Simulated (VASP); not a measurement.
A run of VASP 6.6.1 is set up as follows.

The input POSCAR:

```
KSi16
1.0
    0.0000000000      5.4437023800     -5.4437023800
    5.4437023800      5.4437023800      0.0000000000
    5.4437023800      0.0000000000     -5.4437023800
Si K
16 1
Direct
    0.1253604537      0.1253799257      0.1253328989
    0.1323963820      0.6182950986      0.1324456132
    0.6182969356      0.1323870134      0.1324452458
    0.6182736978      0.6182867404      0.1324313766
    0.1324159459      0.1323984946      0.6183045591
    0.1324041892      0.6182964764      0.6182781065
    0.6182974867      0.1323958309      0.6182864648
    0.6253305678      0.6252947466      0.6253992710
    0.2499850111      0.7514556665      0.2499883177
    0.2499973189      0.2499971352      0.2500061364
    0.7435870328      0.7435809707      0.2706418164
    0.7514333471      0.2499966760      0.2499939205
    0.2705773382      0.7435962177      0.7436257931
    0.2500026462      0.2500028299      0.7514091907
    0.7435906149      0.7435863898      0.7436082499
    0.7436172512      0.2705430784      0.7436326818
   -0.1246629504     -0.1246886682     -0.1246082083
```

File INCAR.step1:

```
PREC = Accurate ; ENCUT = 440
ISMEAR = 0 ; SIGMA = 0.02
LREAL = False ; LASPH = True
NELM = 120 ; NELECT = 72.0
NBANDS = 50 ; GGA = PE
ALGO = Normal ; EDIFF = 1E-5
LWAVE = True ; LCHARG = False
GGA_COMPAT = False
```

File INCAR.step2:

```
PREC = Accurate ; ENCUT = 440
EDIFF = 1E-6 ; ISMEAR = 0
SIGMA = 0.02 ; LREAL = False
LASPH = True ; NELM = 120
ALGO = Normal ; ISIF = 2
LWAVE = False ; LCHARG = False
METAGGA = R2SCAN ; LMIXTAU = True
NELECT = 72.0 ; NBANDS = 50
ISTART = 1 ; GGA_COMPAT = False
```

KPOINTS

```
regular mesh
0
Gamma
  2 2 2
```

Potentials or basis: VASP PAW PBE potentials, release 64 (Si, K_sv).

Command:

```sh
$ cat potpaw_PBE.64/Si/POTCAR potpaw_PBE.64/K_sv/POTCAR > POTCAR
$ cp INCAR.step1 INCAR
$ mpirun -np 1 vasp_std > vasp.out
$ cp INCAR.step2 INCAR
$ mpirun -np 1 vasp_std > vasp.out
```

Task: Estimate the largest force.

Result: 0.060 eV/Å.

Forces on the atoms (eV/Å):
```
Si   0.000  0.000  0.000
Si  -0.001  0.000 -0.025
Si   0.025  0.000  0.001
Si   0.000 -0.025  0.000
Si   0.000  0.024  0.000
Si  -0.024  0.000  0.000
Si   0.000  0.000  0.024
Si   0.000  0.001  0.000
Si  -0.003 -0.003 -0.002
Si   0.002  0.002 -0.002
Si   0.034 -0.034 -0.034
Si   0.002 -0.003  0.002
Si  -0.035  0.034 -0.034
Si  -0.002  0.002  0.002
Si  -0.034 -0.034  0.034
Si   0.035  0.034  0.035
K    0.000  0.000  0.000
```

Caveat: the k points lie up to 0.50 Å⁻¹ apart; the cell carries a net charge on a neutralising background, which shifts energy and pressure; the PAW data sets were made with another functional, which shifts forces and pressure a little.
